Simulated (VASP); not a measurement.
# Mg3Te2 (P-3m1) in VASP: a series of runs, part 3 of 3

VASP 6.6.1. Earlier steps stand in the parts before.

## Step 4: Relaxation of cell and atoms, PBE

This run uses another cell than the first one, of 28.21 Å³/atom.

INCAR reads:

```
SYSTEM = Mg3Te2
ALGO = Fast ; EDIFF = 1E-6
EDIFFG = -0.01 ; ENCUT = 600
GGA = PE ; IBRION = 2
ISIF = 3 ; ISMEAR = 0
LASPH = .True. ; LCHARG = .False.
LREAL = .False. ; LWAVE = .False.
NELM = 100 ; NSW = 100
PREC = Accurate ; SIGMA = 0.1
```

KPOINTS reads:

```
k-points
0
Gamma
  12 12 6
  0 0 0
```

POSCAR reads:

```
Mg3Te2
1.0
    5.1514512320      0.0000000000      0.0000000000
   -2.5757256160      4.4612876333      0.0000000000
    0.0000000000      0.0000000000      6.1372423027
Mg Te
3 2
Direct
    0.0000000000      0.0000000000      0.0000000000
    0.3333333333      0.6666666667      0.7236871905
    0.6666666667      0.3333333333      0.2763128095
    0.3333333333      0.6666666667      0.2374456468
    0.6666666667      0.3333333333      0.7625543532
```

Potentials or basis: VASP PAW PBE potentials, release 64 (Mg, Te).

Launch:

```bash
cat potpaw_PBE.64/Mg/POTCAR potpaw_PBE.64/Te/POTCAR > POTCAR
mpirun -np 1 vasp_std > vasp.out
```

OUTCAR:

```text
SYSTEM = Mg3Te2
   EDIFF = 1E-6
   EDIFFG = -0.01
   ENCUT = 600
   GGA = PE
   IBRION = 2
   ISIF = 3
   ISMEAR = 0
   LASPH = .True.
   LREAL = .False.
   NELM = 100
   NSW = 100
   PREC = Accurate

 ion  position               nearest neighbor table
   1  0.000  0.000  0.000-   4 3.31   5 3.31   5 3.31   4 3.31   5 3.31   4 3.31   2 3.42   3 3.42
                             2 3.42   3 3.42   3 3.42   2 3.42
   2  0.333  0.667  0.724-   5 2.98   5 2.98   5 2.98   4 2.98   4 3.15   1 3.42   1 3.42   1 3.42

   3  0.667  0.333  0.276-   4 2.98   4 2.98   4 2.98   5 2.98   5 3.15   1 3.42   1 3.42   1 3.42

   4  0.333  0.667  0.237-   3 2.98   3 2.98   3 2.98   2 2.98   2 3.15   1 3.31   1 3.31   1 3.31

   5  0.667  0.333  0.763-   2 2.98   2 2.98   2 2.98   3 2.98   3 3.15   1 3.31   1 3.31   1 3.31

  LATTYP: Found a hexagonal cell.
 ALAT       =     5.1514512320
 C/A-ratio  =     1.1913618175

  Lattice vectors:

 A1 = (   5.1514512320,   0.0000000000,   0.0000000000)
 A2 = (  -2.5757256160,   4.4612876333,   0.0000000000)
 A3 = (   0.0000000000,   0.0000000000,   6.1372423027)

Analysis of symmetry for initial positions (statically):
=====================================================================
 Subroutine PRICEL returns:
 Original cell was already a primitive cell.

 Routine SETGRP: Setting up the symmetry group for a
 hexagonal supercell.

 Subroutine GETGRP returns: Found 12 space group operations
 (whereof 12 operations were pure point group operations)
 out of a pool of 24 trial point group operations.

The static configuration has the point symmetry D_3d.

Analysis of symmetry for dynamics (positions and initial velocities):
=====================================================================
 Subroutine PRICEL returns:
 Original cell was already a primitive cell.

 Routine SETGRP: Setting up the symmetry group for a
 hexagonal supercell.

 Subroutine GETGRP returns: Found 12 space group operations
 (whereof 12 operations were pure point group operations)
 out of a pool of 24 trial point group operations.

The dynamic configuration has the point symmetry D_3d.

 Subroutine INISYM returns: Found 12 space group operations
 (whereof 12 operations are pure point group operations),
 and found     1 'primitive' translations

----------------------------------------------------------------------------------------

                                     Primitive cell

  volume of cell :     141.0468

  direct lattice vectors                    reciprocal lattice vectors
     5.151451232  0.000000000  0.000000000     0.194120056  0.112075266  0.000000000
    -2.575725616  4.461287633  0.000000000     0.000000000  0.224150533  0.000000000
     0.000000000  0.000000000  6.137242303     0.000000000  0.000000000  0.162939632

  length of vectors
     5.151451232  5.151451232  6.137242303     0.224150533  0.224150533  0.162939632

  position of ions in fractional coordinates (direct lattice)
     0.000000000  0.000000000  0.000000000
     0.333333333  0.666666667  0.723687191
     0.666666667  0.333333333  0.276312809
     0.333333333  0.666666667  0.237445647
     0.666666667  0.333333333  0.762554353

  ion indices of the primitive-cell ions
   primitive index   ion index
                 1           1
                 2           2
                 3           3
[... 68 lines left out ...]
   ISPIN  =      1    spin polarized calculation?
   LNONCOLLINEAR =      F non collinear calculations
   LSORBIT =      F    spin-orbit coupling
   LASPH  =      T    aspherical Exc in radial PAW
   ENCUT  =  600.0 eV  44.10 Ry    6.64 a.u.  10.29 10.29 12.26*2*pi/ulx,y,z
   NELM   =    100;   NELMIN=  2; NELMDL= -5     # of ELM steps
   EDIFF  = 0.1E-05   stopping-criterion for ELM
   LREAL  =      F    real-space projection
   EDIFFG = -.1E-01   stopping-criterion for IOM
   NSW    =    100    number of steps for IOM
   IBRION =      2    ionic relax: 0-MD 1-quasi-New 2-CG
   NFREE  =      1    steps in history (QN), initial steepest desc. (CG)
   ISIF   =      3    stress and relaxation
   ISYM   =      2    0-nonsym 1-usesym 2-fastsym
   POTIM  = 0.5000    time-step for ionic-motion
   TEBEG  =    0.0;   TEEND  =   0.0 temperature during run
   PSTRESS=    0.0 pullay stress
   NELECT =      18.0000    total number of electrons
   NUPDOWN=      -1.0000    fix difference up-down
   EMIN   =  10.00;   EMAX   =-10.00  energy-range for DOS
   EFERMI =   0.00;   METHOD = LEGACY
   ISMEAR =     0;   SIGMA  =   0.10  broadening in eV -4-tet -1-fermi 0-gaus
   EFERMI_NEDOS =   21; number of points for ismear=-14 and -15
   IALGO  =     68    algorithm
   IMIX   =      4    mixing-type and parameters
     AMIX     =   0.40;   BMIX     =  1.00
     AMIX_MAG =   1.60;   BMIX_MAG =  1.00
  volume/ion in A,a.u.               =      28.21       190.37
  Fermi-wavevector in a.u.,A,eV,Ry     =   0.824223  1.557555  9.243026  0.679343
  Thomas-Fermi vector in A             =   1.935870
   LORBIT       =      0    0 simple, 1 ext, 2 COOP (PROOUT), +10 PAW based schemes
   GGA     = PE    functional components
   LHFCALC =     F    Hartree Fock is set to
   AEXX    =    0.0000 exact exchange contribution
   IVDW    =     0    specifies the selected vdW correction
   LEPSILON=     F    determine dielectric tensor
   LRPA    =     F    only Hartree local field effects (RPA)
 conjugate gradient relaxation of ions
 non-spin polarized calculation
 RMM-DIIS sequential band-by-band and
 Gauss-broadening in eV      SIGMA  =   0.10
  energy-cutoff  :      600.00
  volume of cell :      141.05
 maximum number of plane-waves:      4788
 NGX is ok and might be reduce to    42
   NGX = 21   NGY = 21   NGZ = 25

--------------------------------------- Ionic step        1  -------------------------------------------

 number of electron      17.9999999 magnetization

 Free energy of the ion-electron system (eV)
  ---------------------------------------------------
  ext. energy  EPLUGINS =         0.00000000
  ---------------------------------------------------
  free energy    TOTEN  =       -12.84713108 eV

  energy without entropy =      -12.83922915  energy(sigma->0) =      -12.84318012

------------------------ aborting loop because EDIFF is reached ----------------------------------------

  FORCE on cell =-STRESS in cart. coord.  units (eV):
  Direction    XX          YY          ZZ          XY          YZ          ZX
  --------------------------------------------------------------------------------------
  -------------------------------------------------------------------------------------
  Total       -0.1270747     -0.1270747      0.2360705      0.0000000     -0.0000000      0.0000000
  in kB       -1.4434658     -1.4434658      2.6815708      0.0000000     -0.0000000      0.0000000
  external PRESSURE =      -0.0684536 kB  Pullay stress =       0.0000000 kB
[... 104 lines left out ...]
--------------------------------------- Ionic step        4  -------------------------------------------

 number of electron      17.9999999 magnetization

 Free energy of the ion-electron system (eV)
  ---------------------------------------------------
  ext. energy  EPLUGINS =         0.00000000
  ---------------------------------------------------
  free energy    TOTEN  =       -12.84930790 eV

  energy without entropy =      -12.84108817  energy(sigma->0) =      -12.84519804

 E-fermi :   4.7684     XC(G=0):  -8.5357

 val. band max:        4.7666783315   @ k =   0.3333   0.1667   0.5000
 cond. band min:       4.7865946858   @ k =   0.0000   0.0000   0.5000
 fundamental gap:      0.0199163544
 Fermi energy:         4.7684188381

 k-point     1 :       0.0000    0.0000    0.0000
  band No.  band energies     occupation
      1      -7.7947      2.00000
      2      -6.6731      2.00000
      3      -0.5641      2.00000
      4       1.0420      2.00000
      5       1.0420      2.00000
      6       2.0411      2.00000
      7       2.0411      2.00000
      8       2.8763      2.00000
      9       3.2686      2.00000
     10       3.3378      2.00000
     11       5.8296      0.00000
     12       5.8296      0.00000
     13       7.2610      0.00000
[... 354 lines left out ...]
  band No.  band energies     occupation
      1      -7.6434      2.00000
      2      -6.7695      2.00000
      3      -0.4910      2.00000
      4       0.6832      2.00000
      5       0.8737      2.00000
      6       0.9885      2.00000
      7       2.0045      2.00000
      8       2.5736      2.00000
      9       4.0507      2.00000
     10       4.3797      2.00000
     11       5.4992      0.00000
     12       6.2061      0.00000
     13       6.8660      0.00000

 [... further k-points ...]

------------------------ aborting loop because EDIFF is reached ----------------------------------------

  FORCE on cell =-STRESS in cart. coord.  units (eV):
  Direction    XX          YY          ZZ          XY          YZ          ZX
  --------------------------------------------------------------------------------------
  -------------------------------------------------------------------------------------
  Total       -0.0032885     -0.0032885     -0.0174813     -0.0000000      0.0000000      0.0000000
  in kB       -0.0373218     -0.0373218     -0.1983995     -0.0000000      0.0000000      0.0000000
  external PRESSURE =      -0.0910144 kB  Pullay stress =       0.0000000 kB
[... 20 lines left out ...]
  FREE ENERGIE OF THE ION-ELECTRON SYSTEM (eV)
  ---------------------------------------------------
  free  energy   TOTEN  =       -12.8493079022 eV

  energy  without entropy=      -12.8410881749  energy(sigma->0) =      -12.84519804

 reached required accuracy - stopping structural energy minimisation
```

OSZICAR:

```text
N       E                     dE             d eps       ncg     rms          rms(c)
DAV:   1     0.665064983572E+02    0.66506E+02   -0.66977E+03  2600   0.119E+03
DAV:   2    -0.696942723345E+01   -0.73476E+02   -0.70118E+02  3324   0.148E+02
DAV:   3    -0.130111080060E+02   -0.60417E+01   -0.59762E+01  3418   0.449E+01
[... 34 lines left out ...]
       N       E                     dE             d eps       ncg     rms          rms(c)
DAV:   1    -0.128494102933E+02   -0.15175E-03   -0.27982E-03  3315   0.276E-01    0.450E-02
RMM:   2    -0.128493283473E+02    0.81946E-04   -0.17493E-04  2600   0.770E-02    0.232E-02
RMM:   3    -0.128493086985E+02    0.19649E-04   -0.99154E-05  2600   0.477E-02    0.543E-03
RMM:   4    -0.128493079022E+02    0.79634E-06   -0.82820E-06  2585   0.199E-02
   4 F= -.12849308E+02 E0= -.12845198E+02  d E =-.494496E-04
```

CONTCAR:

```text
Mg3Te2
   1.00000000000000
     5.1342413285477759   -0.0000000000000000    0.0000000000000000
    -2.5671206642738880    4.4463834197133814   -0.0000000000000000
     0.0000000000000000   -0.0000000000000000    6.1838817826478829
  Mg              Te
     3     2
Direct
     0.0000000000000000    0.0000000000000000    0.0000000000000000
     0.3333333332999970    0.6666666667000030    0.7231490666147790
     0.6666666667000030    0.3333333332999970    0.2768509333852211
     0.3333333332999970    0.6666666667000030    0.2393429739503651
     0.6666666667000030    0.3333333332999970    0.7606570260496348

  0.00000000E+00  0.00000000E+00  0.00000000E+00
  0.00000000E+00  0.00000000E+00  0.00000000E+00
  0.00000000E+00  0.00000000E+00  0.00000000E+00
  0.00000000E+00  0.00000000E+00  0.00000000E+00
  0.00000000E+00  0.00000000E+00  0.00000000E+00
```

Wall time 13 min (1 thread of Intel Xeon 8259CL, shared host); peak memory 0.48 GiB.

What came out:

```yaml
Free_energy: -12.8493 eV
Relaxed_volume: 28.23 Å³/atom
Relaxed_cell: a = 5.134 Å, b = 5.134 Å, c = 6.184 Å, α = 90.00°, β = 90.00°, γ = 120.00°
Space_group_after_relaxing_to_0.1_Å: P-3m1 (No. 164)
Energy_gained_by_relaxing: 0.4 meV/atom
Ionic_steps: 4
Pressure_after_relaxing: 0.0 GPa
Largest_force_after_relaxing: 0.009 eV/Å
Band_gap_on_the_k_mesh: zero (bands 9 and 10 overlap by 2.35 eV)
```

Forces in eV/Å, atoms in the order of the input:
```
Mg   0.000  0.000  0.000
Mg   0.000  0.000 -0.009
Mg   0.000  0.000  0.009
Te   0.000  0.000  0.002
Te   0.000  0.000 -0.002
```

The path:
```csv
step,energy change (eV),largest force (eV/Å),pressure (GPa),volume (Å³)
1,0.0000,0.0706,-0.01,141.05
2,-0.0011,0.0507,0.00,141.02
3,-0.0021,0.0122,0.04,140.96
4,-0.0022,0.0088,-0.01,141.17
```

Final structure:
```
CELL_PARAMETERS angstrom
5.13424 0.00000 0.00000
-2.56712 4.44638 0.00000
0.00000 0.00000 6.18388
ATOMIC_POSITIONS crystal
Mg 0.00000 0.00000 0.00000
Mg 0.33333 0.66667 0.72315
Mg 0.66667 0.33333 0.27685
Te 0.33333 0.66667 0.23934
Te 0.66667 0.33333 0.76066
```

Caveat: spin-orbit coupling is left out, which moves the levels of the heavy elements.

## Step 5: Overview

| task | cell | k mesh | cutoff (eV) | gap on the mesh (eV) | pressure (GPa) | relaxed volume (Å³/atom) | largest force (eV/Å) |
| --- | --- | --- | --- | --- | --- | --- | --- |
| relaxation of cell and atoms | relaxed from a = 4.454, b = 4.454, c = 6.930 Å, angles 90.0, 90.0, 120.0°, 5 atoms, atomic positions A | 6 × 6 × 4 | 600 | none | 0.1 | 28.15 | 0.04 |
| single point | a = 5.135, b = 5.135, c = 6.188 Å, angles 90.0, 90.0, 120.0°, 5 atoms, atomic positions B | 12 × 12 × 6 | 520 | none | 0.0 | - | - |
| relaxation of cell and atoms | relaxed from a = 5.151, b = 5.151, c = 6.137 Å, angles 90.0, 90.0, 120.0°, 5 atoms, atomic positions C | 12 × 12 × 6 | 600 | none | 0.0 | 28.23 | 0.01 |

Alike in all rows: level PBE; potentials or basis VASP PAW PBE potentials, release 64 (Mg, Te); no spin polarisation; smearing gaussian 0.1 eV.

Caveats: spin-orbit coupling is left out, which moves the levels of the heavy elements; the volume moved by over 15 % at a fixed basis, so the end points are rough (at least some runs).

Total energies depend on the potentials used, so only differences within one code and one set of settings carry meaning.

The gap in the log of VASP goes by the Fermi energy; the results here count the filled bands.